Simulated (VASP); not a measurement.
# Br (I4/mmm) in VASP: settings compared

Br is run at these levels: revpbe exchange, lda correlation, r2SCAN; tasks: single point.

Program: VASP 6.6.1. These are calculated values, not measurements. Logs are shortened: lines on timing, memory, paths and dates and some standing lists are left out, and cuts for length are marked.

## Step 1: The cell of the first run

The structure is tetragonal, space group I4/mmm (No. 139). Conventional cell: a = 2.789 Å, b = 2.789 Å, c = 7.009 Å, α = 90.00°, β = 90.00°, γ = 90.00°. Within 3.7 Å of Br (site symmetry 4/mmm) lie 4 Br at 2.79 Å.

## Step 2: Single point, revpbe exchange, lda correlation, non-collinear spin, typed start (27.26 Å³/atom)

INCAR

```
PREC = Accurate
ENCUT = 500
EDIFF = 1E-6
ISMEAR = 0
SIGMA = 0.025
LREAL = False
LASPH = True
NELM = 200
ALGO = Normal
ISIF = 2
LWAVE = False
LCHARG = True
LNONCOLLINEAR = True
MAGMOM = 0 0 0.5
LORBIT = 11
GGA = LIBXC
LIBXC1 = GGA_X_PBE_R
LIBXC2 = LDA_C_PW
LVHAR = True
NBANDS = 18
GGA_COMPAT = False
```

KPOINTS

```
regular mesh
0
Gamma
  10 10 10
```

POSCAR

```
Br
1.0
   -1.3944327001      1.3944327001      3.5044863193
    1.3944327001     -1.3944327001      3.5044863193
    1.3944327001      1.3944327001     -3.5044863193
Br
1
Direct
    0.0000000000      0.0000000000      0.0000000000
```

Potentials or basis: VASP PAW PBE potentials, release 64 (Br).

The run is started by

```
> cat potpaw_PBE.64/Br/POTCAR > POTCAR
> mpirun -np 1 vasp_ncl > vasp.out
```

OUTCAR:

```text
PREC = Accurate
   ENCUT = 500
   EDIFF = 1E-6
   ISMEAR = 0
   LREAL = False
   LASPH = True
   NELM = 200
   ISIF = 2
   LNONCOLLINEAR = True
   LORBIT = 11
   GGA = LIBXC

 ion  position               nearest neighbor table
   1  0.000  0.000  0.000-

  LATTYP: Found a body centered tetragonal cell.
 ALAT       =     2.7888654002
 C/A-ratio  =     2.5131986069

  Lattice vectors:

 A1 = (  -1.3944327001,   1.3944327001,   3.5044863193)
 A2 = (   1.3944327001,  -1.3944327001,   3.5044863193)
 A3 = (   1.3944327001,   1.3944327001,  -3.5044863193)

Analysis of symmetry for initial positions (statically):
=====================================================================
 Subroutine PRICEL returns:
 Original cell was already a primitive cell.

 Routine SETGRP: Setting up the symmetry group for a
 body centered tetragonal supercell.

 Subroutine GETGRP returns: Found 16 space group operations
 (whereof 16 operations were pure point group operations)
 out of a pool of 16 trial point group operations.

The static configuration has the point symmetry D_4h.

Analysis of symmetry for dynamics (positions and initial velocities):
=====================================================================
 Subroutine PRICEL returns:
 Original cell was already a primitive cell.

 Routine SETGRP: Setting up the symmetry group for a
 body centered tetragonal supercell.

 Subroutine GETGRP returns: Found 16 space group operations
 (whereof 16 operations were pure point group operations)
 out of a pool of 16 trial point group operations.

The dynamic configuration has the point symmetry D_4h.

Analysis of structural, dynamic, and magnetic symmetry:
=====================================================================
 Subroutine PRICEL returns:
 Original cell was already a primitive cell.

 Routine SETGRP: Setting up the symmetry group for a
 body centered tetragonal supercell.

 Subroutine GETGRP returns: Found  8 space group operations
 (whereof  8 operations were pure point group operations)
 out of a pool of 16 trial point group operations.

The overall configuration has the point symmetry C_4h.

 Subroutine INISYM returns: Found  8 space group operations
 (whereof  8 operations are pure point group operations),
 and found     1 'primitive' translations

----------------------------------------------------------------------------------------

                                     Primitive cell

  volume of cell :      27.2571

  direct lattice vectors                    reciprocal lattice vectors
    -1.394432700  1.394432700  3.504486319     0.000000000  0.358568757  0.142674262
     1.394432700 -1.394432700  3.504486319     0.358568757  0.000000000  0.142674262
     1.394432700  1.394432700 -3.504486319     0.358568757  0.358568757  0.000000000

  length of vectors
     4.021232333  4.021232333  4.021232333     0.385911257  0.385911257  0.507092799

  position of ions in fractional coordinates (direct lattice)
     0.000000000  0.000000000  0.000000000

  ion indices of the primitive-cell ions
   primitive index   ion index
                 1           1

----------------------------------------------------------------------------------------

 KPOINTS: regular mesh

Automatic generation of k-mesh.
 Grid dimensions read from file:
 generate k-points for:   10   10   10

 Generating k-lattice:

  Cartesian coordinates                     Fractional coordinates (reciprocal lattice)
     0.000000000  0.035856876  0.014267426     0.100000000  0.000000000  0.000000000
     0.035856876  0.000000000  0.014267426     0.000000000  0.100000000  0.000000000
     0.035856876  0.035856876  0.000000000     0.000000000  0.000000000  0.100000000

  Length of vectors
     0.038591126  0.038591126  0.050709280

  Shift w.r.t. Gamma in fractional coordinates (k-lattice)
     0.000000000  0.000000000  0.000000000

 Subroutine IBZKPT returns following result:
 ===========================================

 Found    144 irreducible k-points:

 Following reciprocal coordinates:
            Coordinates               Weight
  0.000000  0.000000  0.000000      1.000000
  0.100000 -0.000000  0.000000      8.000000
  0.200000 -0.000000  0.000000      8.000000
  0.300000 -0.000000  0.000000      8.000000
  0.400000 -0.000000  0.000000      8.000000
  0.500000 -0.000000  0.000000      4.000000
[... 16 lines left out ...]
  0.200000  0.200000  0.000000      8.000000
  0.300000  0.200000  0.000000      8.000000
 [... further k-points ...]
   k-points           NKPTS =    144   k-points in BZ     NKDIM =    144   number of bands    NBANDS=     18
   number of dos      NEDOS =    301   number of ions     NIONS =      1
   total plane-waves  NPLWV =  27000
   dimension x,y,z NGX =    30 NGY =   30 NGZ =   30
   dimension x,y,z NGXF=    60 NGYF=   60 NGZF=   60
   ions per type =               1
   NGX,Y,Z   is equivalent  to a cutoff of  12.40, 12.40, 12.40 a.u.
[... 78 lines left out ...]
[... 10 lines left out ...]
     17      18.2885      0.00000
     18      18.2885      0.00000

 k-point     2 :       0.1000   -0.0000    0.0000
  band No.  band energies     occupation
      1     -14.4803      1.00000
      2     -14.4803      1.00000
      3      -0.4314      1.00000
      4      -0.4313      1.00000
      5       2.0770      0.99999
      6       2.0770      0.99999
[... 10 lines left out ...]
     17      18.4920      0.00000
     18      18.4920      0.00000

 k-point     3 :       0.2000   -0.0000    0.0000
  band No.  band energies     occupation
      1     -14.1008      1.00000
      2     -14.1008      1.00000
      3      -0.4285      1.00000
      4      -0.4285      1.00000
      5       0.0744      1.00000
      6       0.0745      1.00000
[... 10 lines left out ...]
     17      19.0665      0.00000
     18      19.0665      0.00000

 k-point     4 :       0.3000   -0.0000    0.0000
  band No.  band energies     occupation
      1     -13.5553      1.00000
      2     -13.5553      1.00000
      3      -2.0497      1.00000
      4      -2.0496      1.00000
      5      -0.2086      1.00000
      6      -0.2086      1.00000
[... 10 lines left out ...]
     17      19.4821      0.00000
     18      19.4823      0.00000

 k-point     5 :       0.4000   -0.0000    0.0000
  band No.  band energies     occupation
      1     -13.0211      1.00000
      2     -13.0210      1.00000
      3      -3.5312      1.00000
      4      -3.5312      1.00000
      5      -0.0785      1.00000
      6      -0.0785      1.00000
[... 10 lines left out ...]
     17      19.0704      0.00000
     18      19.0704      0.00000

 k-point     6 :       0.5000   -0.0000    0.0000
  band No.  band energies     occupation
      1     -12.7844      1.00000
      2     -12.7844      1.00000
      3      -4.0935      1.00000
      4      -4.0934      1.00000
      5      -0.0162      1.00000
      6      -0.0162      1.00000
[... 307 lines left out ...]
 k-point    21 :       0.2000   -0.1000   -0.1000
  band No.  band energies     occupation
      1     -13.9907      1.00000
      2     -13.9907      1.00000
      3      -0.1261      1.00000
      4      -0.1261      1.00000
      5       0.1597      1.00000
      6       0.1598      1.00000
[... 10 lines left out ...]
     17      16.8002      0.00000
     18      16.8003      0.00000

 k-point    22 :      -0.1000    0.1000    0.0000
  band No.  band energies     occupation
      1     -14.3590      1.00000
      2     -14.3590      1.00000
      3      -0.2677      1.00000
      4      -0.2677      1.00000
      5       2.1712      0.15136
      6       2.1712      0.15093
[... 10 lines left out ...]
     17      16.2537      0.00000
     18      16.2537      0.00000

 k-point    23 :       0.2000    0.2000    0.0000
  band No.  band energies     occupation
      1     -13.5593      1.00000
      2     -13.5593      1.00000
      3      -0.5986      1.00000
      4      -0.5986      1.00000
      5       0.3364      1.00000
      6       0.3365      1.00000
[... 10 lines left out ...]
     17      17.0239      0.00000
     18      17.0240      0.00000

 k-point    24 :       0.3000    0.2000    0.0000
  band No.  band energies     occupation
      1     -13.0188      1.00000
      2     -13.0188      1.00000
      3      -1.6911      1.00000
      4      -1.6911      1.00000
      5      -0.2796      1.00000
      6      -0.2796      1.00000
[... 10 lines left out ...]
     17      18.0282      0.00000
     18      18.0283      0.00000

 [... further k-points ...]

------------------------ aborting loop because EDIFF is reached ----------------------------------------

  FORCE on cell =-STRESS in cart. coord.  units (eV):
  Direction    XX          YY          ZZ          XY          YZ          ZX
  --------------------------------------------------------------------------------------
  -------------------------------------------------------------------------------------
  Total        2.2737462      2.2737462      1.0776027      0.0000000     -0.0000000      0.0000000
  in kB      133.6512698    133.6512698     63.3417104      0.0000018     -0.0000000      0.0000000
  external PRESSURE =     110.2147500 kB  Pullay stress =       0.0000000 kB

 VOLUME and BASIS-vectors are now :
 -----------------------------------------------------------------------------
  energy-cutoff  :      500.00
  volume of cell :       27.26
      direct lattice vectors                 reciprocal lattice vectors
    -1.394432700  1.394432700  3.504486319     0.000000000  0.358568757  0.142674262
     1.394432700 -1.394432700  3.504486319     0.358568757  0.000000000  0.142674262
     1.394432700  1.394432700 -3.504486319     0.358568757  0.358568757  0.000000000

 POSITION                                       TOTAL-FORCE (eV/Angst)
 -----------------------------------------------------------------------------------
      0.00000      0.00000      0.00000         0.000000     -0.000000      0.000000
 -----------------------------------------------------------------------------------
    total drift:                                0.000000      0.000000     -0.000000

  FREE ENERGIE OF THE ION-ELECTRON SYSTEM (eV)
  ---------------------------------------------------
  free  energy   TOTEN  =        -0.5876168799 eV

  energy  without entropy=       -0.5873003072  energy(sigma->0) =       -0.58745859

 total charge

# of ion       s       p       d       tot
------------------------------------------
    1        1.687   3.095   0.035   4.817

 magnetization (x)

# of ion       s       p       d       tot
------------------------------------------
    1       -0.000   0.000   0.000  -0.000

 magnetization (y)

# of ion       s       p       d       tot
------------------------------------------
    1       -0.000   0.000   0.000  -0.000

 magnetization (z)

# of ion       s       p       d       tot
------------------------------------------
    1        0.000   0.000   0.000   0.000
```

It took 93 s on 1 thread of Intel Xeon 6975P-C (Granite Rapids), shared host; peak memory 0.33 GiB.

What came out:

- Free energy: -0.5876 eV
- Pressure: 11.0 GPa
- Band gap on the k mesh: zero (bands 7 and 8 overlap by 4.52 eV)
- Net moment: 0.00 μB per cell
- Valence electrons inside the program's atomic spheres: Br 4.82

Levels at points of the mesh, in eV from the Fermi level:
```tsv
k point	band 4	band 5	band 6	band 7	band 8	band 9	band 10	band 11	band 12	band 13
(0.00, 0.00, 0.00)	-2.60	0.96	0.96	0.96	0.96	5.80	5.80	9.87	9.87	10.88
(0.50, 0.00, 0.00)	-6.25	-2.17	-2.17	1.94	1.94	6.49	6.49	12.33	12.33	13.63
(0.50, 0.50, 0.00)	-4.85	-4.55	-4.55	-0.82	-0.82	5.59	5.59	8.40	8.40	12.60
(0.50, 0.50, 0.50)	-4.87	0.78	0.78	0.78	0.78	9.35	9.35	9.93	9.93	12.66
```

Moments on the atoms (μB; x, y, z):
```
Br  0.00 0.00 0.00
```

Caveat: the cell stands under pressure; the PAW data sets were made with another functional, which shifts forces and pressure a little.

## Step 3: Single point, revpbe exchange, lda correlation, non-collinear spin, typed start (27.84 Å³/atom)

This run uses another cell than the first one, of 27.84 Å³/atom.

INCAR: that of step 2 with these lines changed.

```diff
@@ -11,3 +11,3 @@
 LWAVE = False
-LCHARG = True
+LCHARG = False
 LNONCOLLINEAR = True
@@ -18,3 +18,2 @@
 LIBXC2 = LDA_C_PW
-LVHAR = True
 NBANDS = 18
```

KPOINTS is that of step 2.

POSCAR

```
Br
1.0
   -1.4042529722      1.4042529722      3.5291666136
    1.4042529722     -1.4042529722      3.5291666136
    1.4042529722      1.4042529722     -3.5291666136
Br
1
Direct
    0.0000000000      0.0000000000      0.0000000000
```

Potentials or basis: VASP PAW PBE potentials, release 64 (Br).

The run is started by

```
> cat potpaw_PBE.64/Br/POTCAR > POTCAR
> mpirun -np 1 vasp_ncl > vasp.out
```

Wall time 93 s (1 thread of Intel Xeon 6975P-C (Granite Rapids), shared host); peak memory 0.33 GiB.

It converged, with:

* Free energy: -0.6253 eV
* Pressure: 9.7 GPa
* Band gap on the k mesh: zero (bands 7 and 8 overlap by 4.35 eV)
* Net moment: 0.00 μB per cell
* Valence electrons inside the program's atomic spheres: Br 4.81

Stress tensor (GPa, compression positive):
```
11.65  0.00  0.00
 0.00 11.65  0.00
 0.00  0.00  5.90
```

Levels at points of the mesh, in eV from the Fermi level:
```tsv
k point	band 6	band 7	band 8	band 9	band 10	band 11
(0.00, 0.00, 0.00)	0.93	0.93	0.93	5.86	5.86	9.92
(0.50, 0.00, 0.00)	-2.09	1.87	1.87	6.59	6.59	12.29
(0.50, 0.50, 0.00)	-4.42	-0.79	-0.79	5.72	5.72	8.48
(0.50, 0.50, 0.50)	0.76	0.76	0.76	9.41	9.41	9.89
```

Moments on the atoms (μB; x, y, z):
```
Br  0.00 0.00 0.00
```

Caveat: the cell stands under pressure; the PAW data sets were made with another functional, which shifts forces and pressure a little.

## Step 4: Single point, revpbe exchange, lda correlation, non-collinear spin, typed start (28.42 Å³/atom)

This run uses another cell than the first one, of 28.42 Å³/atom.

INCAR

```
  ALGO = Normal
  EDIFF = 1E-6
  ENCUT = 500
  GGA = LIBXC
  GGA_COMPAT = F
  ISIF = 2
  ISMEAR = 0
  LASPH = T
  LCHARG = F
  LIBXC1 = GGA_X_PBE_R
  LIBXC2 = LDA_C_PW
  LNONCOLLINEAR = T
  LORBIT = 11
  LREAL = F
  LWAVE = F
  MAGMOM = 0 0 0.5
  NBANDS = 18
  NELM = 200
  PREC = Accurate
  SIGMA = 0.025
```

KPOINTS

```
k-points
0
Gamma
  10 10 10
```

POSCAR

```
Br
1.0
   -1.4139377815      1.4139377815      3.5535064628
    1.4139377815     -1.4139377815      3.5535064628
    1.4139377815      1.4139377815     -3.5535064628
Br
1
Direct
    0.0000000000      0.0000000000      0.0000000000
```

The run is started by

```
> cat potpaw_PBE.64/Br/POTCAR > POTCAR
> mpirun -np 1 vasp_ncl > vasp.out
```

Run time: 98 s. Hardware: 1 thread of Intel Xeon 6975P-C (Granite Rapids), shared host; peak memory 0.33 GiB.

Results (log left out):

* Free energy: -0.6585 eV
* Pressure: 8.6 GPa
* Band gap on the k mesh: zero (bands 7 and 8 overlap by 4.18 eV)
* Net moment: 0.00 μB per cell
* Valence electrons inside the program's atomic spheres: Br 4.80

Stress tensor (GPa, compression positive):
```
10.11  0.00  0.00
 0.00 10.11  0.00
 0.00  0.00  5.51
```

Levels at points of the mesh, in eV from the Fermi level:
| k point | band 5 | band 6 | band 7 | band 8 | band 9 | band 10 | band 11 | band 12 |
| --- | --- | --- | --- | --- | --- | --- | --- | --- |
| (0.00, 0.00, 0.00) | 0.90 | 0.90 | 0.90 | 0.90 | 5.91 | 5.91 | 9.97 | 9.97 |
| (0.50, 0.00, 0.00) | -2.01 | -2.01 | 1.80 | 1.80 | 6.69 | 6.69 | 12.25 | 12.25 |
| (0.50, 0.50, 0.00) | -4.30 | -4.30 | -0.76 | -0.76 | 5.84 | 5.85 | 8.56 | 8.56 |
| (0.50, 0.50, 0.50) | 0.73 | 0.73 | 0.73 | 0.73 | 9.47 | 9.47 | 9.86 | 9.86 |

Moments on the atoms (μB; x, y, z):
```
Br  0.00 0.00 0.00
```

Caveat: the cell stands under pressure; the PAW data sets were made with another functional, which shifts forces and pressure a little.

## Step 5: Single point, r2SCAN

This run uses another cell than the first one, of 29.00 Å³/atom.

POSCAR

```
Br
1.0
   -1.4234917050      1.4234917050      3.5775173700
    1.4234917050     -1.4234917050      3.5775173700
    1.4234917050      1.4234917050     -3.5775173700
Br
1
Direct
    0.0000000000      0.0000000000      0.0000000000
```

INCAR.step1

```
SYSTEM = Br
  ALGO = Normal
  EDIFF = 1E-5
  ENCUT = 550
  GGA = PE
  GGA_COMPAT = .FALSE.
  ISMEAR = 1
  LASPH = .TRUE.
  LCHARG = .FALSE.
  LREAL = .FALSE.
  LWAVE = .TRUE.
  NBANDS = 10
  NELM = 120
  PREC = Accurate
  SIGMA = 0.1
```

INCAR.step2

```
SYSTEM = Br
  ALGO = Normal
  EDIFF = 1E-6
  ENCUT = 550
  GGA_COMPAT = .FALSE.
  ISIF = 2
  ISMEAR = 1
  ISTART = 1
  LASPH = .TRUE.
  LCHARG = .TRUE.
  LELF = .TRUE.
  LMIXTAU = .TRUE.
  LREAL = .FALSE.
  LVHAR = .TRUE.
  LWAVE = .FALSE.
  METAGGA = R2SCAN
  NBANDS = 10
  NELM = 120
  PREC = Accurate
  SIGMA = 0.1
```

KPOINTS

```
k-points
0
G
  13 13 13
  0 0 0
```

The run is started by

```
> cat potpaw_PBE.64/Br/POTCAR > POTCAR
> cp INCAR.step1 INCAR
> mpirun -np 1 vasp_std > vasp.out
> cp INCAR.step2 INCAR
> mpirun -np 1 vasp_std > vasp.out
```

It took 80 s on 1 thread of Intel Xeon Platinum 8559C (Emerald Rapids), shared host; peak memory 0.21 GiB.

It converged, with:

```yaml
Free_energy: -13.0250 eV
Pressure: 0.4 GPa
Band_gap_on_the_k_mesh: zero (an odd number of electrons rules out a gap without spin polarisation)
```

Levels at points of the mesh, in eV from the Fermi level:
| k point | band 1 | band 2 | band 3 | band 4 | band 5 | band 6 | band 7 | band 8 |
| --- | --- | --- | --- | --- | --- | --- | --- | --- |
| (0.00, 0.00, 0.00) | -16.97 | -2.50 | 0.96 | 0.96 | 5.94 | 10.39 | 11.10 | 16.62 |

Caveat: the PAW data sets were made with another functional, which shifts forces and pressure a little; an odd number of electrons without spin polarisation forces a metal; a magnetic or distorted state may lie lower.

## Step 6: Overview

| level | spin | cell | k mesh | cutoff (eV) | smearing | gap on the mesh (eV) | pressure (GPa) | moment (μB) |
| --- | --- | --- | --- | --- | --- | --- | --- | --- |
| revpbe exchange, lda correlation | non-collinear, typed start | a = 4.021 Å, angles 139.4, 139.4, 58.7°, 1 atom | 10 × 10 × 10 | 500 | gaussian 0.025 eV | none | 11.0 | 0.00 |
| revpbe exchange, lda correlation | non-collinear, typed start | a = 4.050 Å, angles 139.4, 139.4, 58.7°, 1 atom | 10 × 10 × 10 | 500 | gaussian 0.025 eV | none | 9.7 | 0.00 |
| revpbe exchange, lda correlation | non-collinear, typed start | a = 4.077 Å, angles 139.4, 139.4, 58.7°, 1 atom | 10 × 10 × 10 | 500 | gaussian 0.025 eV | none | 8.6 | 0.00 |
| r2SCAN | off | a = 4.105 Å, angles 139.4, 139.4, 58.7°, 1 atom | 13 × 13 × 13 | 550 | methfessel-paxton 0.1 eV | none | 0.4 | - |

Alike in all rows: task single point; potentials or basis VASP PAW PBE potentials, release 64 (Br).

Caveats: the PAW data sets were made with another functional, which shifts forces and pressure a little; the cell stands under pressure (at least some runs); an odd number of electrons without spin polarisation forces a metal (at least some runs); a magnetic or distorted state may lie lower (at least some runs).

Absolute energies hang on the potentials; compare differences alone.
